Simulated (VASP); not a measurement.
# Cs (Pm-3m) in VASP: single point with PBEsol

Aim: the single point of Cs with PBEsol.

Everything below comes from runs of VASP 6.6.1. Logs are shortened: lines on timing, memory, paths and dates and some standing lists are left out, and cuts for length are marked.

**1. The cell of the first run**

The structure is cubic, space group Pm-3m (No. 221). The conventional cell has a = 5.770 Å, b = 5.770 Å, c = 5.770 Å, α = 90.00°, β = 90.00°, γ = 90.00°.

**2. Single point, PBEsol**

Contents of INCAR:

```
SYSTEM = Cs
PREC     = Accurate       ! precision mode
ENCUT    = 520            ! plane-wave cutoff, eV
EDIFF    = 1E-6           ! SCF threshold, eV
ISMEAR   = -1             ! smearing method
SIGMA    = 0.15           ! smearing width, eV
LREAL    = .FALSE.        ! projectors in reciprocal space
LASPH    = .TRUE.         ! aspherical terms in the spheres
NELM     = 100            ! most SCF steps
ALGO     = Normal         ! electronic algorithm
ISIF     = 2              ! what is computed and relaxed
LWAVE    = .FALSE.        ! write WAVECAR
LCHARG   = .TRUE.         ! write CHGCAR
GGA      = PS             ! functional
LELF     = .TRUE.         ! ELF
LVHAR    = .TRUE.       
NBANDS   = 10             ! bands
```

Contents of KPOINTS:

```
regular mesh
0
G
  4 4 4
  0 0 0
```

Contents of POSCAR:

```
Cs
1.0
    5.7700000000      0.0000000000      0.0000000000
    0.0000000000      5.7700000000      0.0000000000
    0.0000000000      0.0000000000      5.7700000000
Cs
1
Direct
    0.0000000000      0.0000000000      0.0000000000
```

Potentials or basis: VASP PAW PBE potentials, release 64 (Cs_sv).

The run is started by

```bash
$ cat potpaw_PBE.64/Cs_sv/POTCAR > POTCAR
$ mpirun -np 1 vasp_std > vasp.out
```

OUTCAR:

```text
SYSTEM = Cs
   PREC = Accurate
   ENCUT = 520
   EDIFF = 1E-6
   ISMEAR = -1
   LREAL = .FALSE.
   LASPH = .TRUE.
   NELM = 100
   ISIF = 2
   GGA = PS

 ion  position               nearest neighbor table
   1  0.000  0.000  0.000-

  LATTYP: Found a simple cubic cell.
 ALAT       =     5.7700000000

  Lattice vectors:

 A1 = (   5.7700000000,   0.0000000000,   0.0000000000)
 A2 = (   0.0000000000,   5.7700000000,   0.0000000000)
 A3 = (   0.0000000000,   0.0000000000,   5.7700000000)

Analysis of symmetry for initial positions (statically):
=====================================================================
 Subroutine PRICEL returns:
 Original cell was already a primitive cell.

 Routine SETGRP: Setting up the symmetry group for a
 simple cubic supercell.

 Subroutine GETGRP returns: Found 48 space group operations
 (whereof 48 operations were pure point group operations)
 out of a pool of 48 trial point group operations.

The static configuration has the point symmetry O_h .

Analysis of symmetry for dynamics (positions and initial velocities):
=====================================================================
 Subroutine PRICEL returns:
 Original cell was already a primitive cell.

 Routine SETGRP: Setting up the symmetry group for a
 simple cubic supercell.

 Subroutine GETGRP returns: Found 48 space group operations
 (whereof 48 operations were pure point group operations)
 out of a pool of 48 trial point group operations.

The dynamic configuration has the point symmetry O_h .

 Subroutine INISYM returns: Found 48 space group operations
 (whereof 48 operations are pure point group operations),
 and found     1 'primitive' translations

----------------------------------------------------------------------------------------

                                     Primitive cell

  volume of cell :     192.1000

  direct lattice vectors                    reciprocal lattice vectors
     5.770000000  0.000000000  0.000000000     0.173310225  0.000000000  0.000000000
     0.000000000  5.770000000  0.000000000     0.000000000  0.173310225  0.000000000
     0.000000000  0.000000000  5.770000000     0.000000000  0.000000000  0.173310225

  length of vectors
[... 65 lines left out ...]
   EDIFF  = 0.1E-05   stopping-criterion for ELM
   LREAL  =      F    real-space projection
   EDIFFG = 0.1E-04   stopping-criterion for IOM
   NSW    =      0    number of steps for IOM
   IBRION =     -1    ionic relax: 0-MD 1-quasi-New 2-CG
   NFREE  =      0    steps in history (QN), initial steepest desc. (CG)
   ISIF   =      2    stress and relaxation
   ISYM   =      2    0-nonsym 1-usesym 2-fastsym
   POTIM  = 0.5000    time-step for ionic-motion
   TEBEG  =    0.0;   TEEND  =   0.0 temperature during run
   PSTRESS=    0.0 pullay stress
   NELECT =       9.0000    total number of electrons
   NUPDOWN=      -1.0000    fix difference up-down
   EMIN   =  10.00;   EMAX   =-10.00  energy-range for DOS
   EFERMI =   0.00;   METHOD = LEGACY
   ISMEAR =    -1;   SIGMA  =   0.15  broadening in eV -4-tet -1-fermi 0-gaus
   EFERMI_NEDOS =   21; number of points for ismear=-14 and -15
   IALGO  =     38    algorithm
   IMIX   =      4    mixing-type and parameters
     AMIX     =   0.40;   BMIX     =  1.00
     AMIX_MAG =   1.60;   BMIX_MAG =  1.00
  volume/ion in A,a.u.               =     192.10      1296.35
  Fermi-wavevector in a.u.,A,eV,Ry     =   0.590174  1.115267  4.738977  0.348305
  Thomas-Fermi vector in A             =   1.638113
   LORBIT       =      0    0 simple, 1 ext, 2 COOP (PROOUT), +10 PAW based schemes
   GGA     = PS    functional components
   LHFCALC =     F    Hartree Fock is set to
   AEXX    =    0.0000 exact exchange contribution
   IVDW    =     0    specifies the selected vdW correction
   LEPSILON=     F    determine dielectric tensor
   LRPA    =     F    only Hartree local field effects (RPA)
 non-spin polarized calculation
  energy-cutoff  :      520.00
  volume of cell :      192.10
 maximum number of plane-waves:      5232
 NGX is ok and might be reduce to    48
   NGX = 21   NGY = 21   NGZ = 21

 number of electron       9.0000002 magnetization

 Free energy of the ion-electron system (eV)
  ---------------------------------------------------
  ext. energy  EPLUGINS =         0.00000000
  ---------------------------------------------------
  free energy    TOTEN  =        -0.78378560 eV

  energy without entropy =       -0.69258563  energy(sigma->0) =       -0.73818562

 E-fermi :  -0.5658     XC(G=0):  -4.2947

 val. band max:       -0.7756390514   @ k =   0.5000   0.0000   0.0000
 cond. band min:      -0.4028865998   @ k =   0.5000   0.2500   0.0000
 fundamental gap:      0.3727524516
 Fermi energy:        -0.5657890330

 k-point     1 :       0.0000    0.0000    0.0000
  band No.  band energies     occupation
      1     -24.8411      2.00000
      2     -11.5869      2.00000
      3     -11.5869      2.00000
      4     -11.5869      2.00000
      5      -1.7687      1.99934
      6       0.8322      0.00018
      7       0.8322      0.00018
      8       2.8340      0.00000
      9       2.8340      0.00000
     10       2.8340      0.00000
[... 105 lines left out ...]
 k-point    10 :       0.5000    0.5000    0.5000
  band No.  band energies     occupation
      1     -24.8386      2.00000
      2     -11.6170      2.00000
      3     -11.6170      2.00000
      4     -11.6170      2.00000
      5       0.6591      0.00057
      6       0.6591      0.00057
      7       0.6591      0.00057
      8       1.9723      0.00000
      9       1.9723      0.00000
     10       1.9723      0.00000

------------------------ aborting loop because EDIFF is reached ----------------------------------------

  FORCE on cell =-STRESS in cart. coord.  units (eV):
  Direction    XX          YY          ZZ          XY          YZ          ZX
  --------------------------------------------------------------------------------------
  -------------------------------------------------------------------------------------
  Total       -0.3812321     -0.3812321     -0.3812321      0.0000000      0.0000000      0.0000000
  in kB       -3.1796010     -3.1796010     -3.1796010      0.0000000      0.0000000      0.0000000
  external PRESSURE =      -3.1796010 kB  Pullay stress =       0.0000000 kB

 VOLUME and BASIS-vectors are now :
 -----------------------------------------------------------------------------
  energy-cutoff  :      520.00
  volume of cell :      192.10
      direct lattice vectors                 reciprocal lattice vectors
     5.770000000  0.000000000  0.000000000     0.173310225  0.000000000  0.000000000
     0.000000000  5.770000000  0.000000000     0.000000000  0.173310225  0.000000000
     0.000000000  0.000000000  5.770000000     0.000000000  0.000000000  0.173310225

 POSITION                                       TOTAL-FORCE (eV/Angst)
 -----------------------------------------------------------------------------------
      0.00000      0.00000      0.00000         0.000000      0.000000      0.000000
 -----------------------------------------------------------------------------------
    total drift:                                0.000000      0.000000      0.000000

  FREE ENERGIE OF THE ION-ELECTRON SYSTEM (eV)
  ---------------------------------------------------
  free  energy   TOTEN  =        -0.7837856031 eV

  energy  without entropy=       -0.6925856286  energy(sigma->0) =       -0.73818562
```

It took 9.9 s on 1 thread of Intel Xeon 6975P-C (Granite Rapids), shared host; peak memory 0.3 GiB.

What came out:

* Free energy: -0.7838 eV
* Pressure: -0.3 GPa

Caveat: the PAW data sets were made with another functional, which shifts forces and pressure a little; spin-orbit coupling is left out, which moves the levels of the heavy elements.
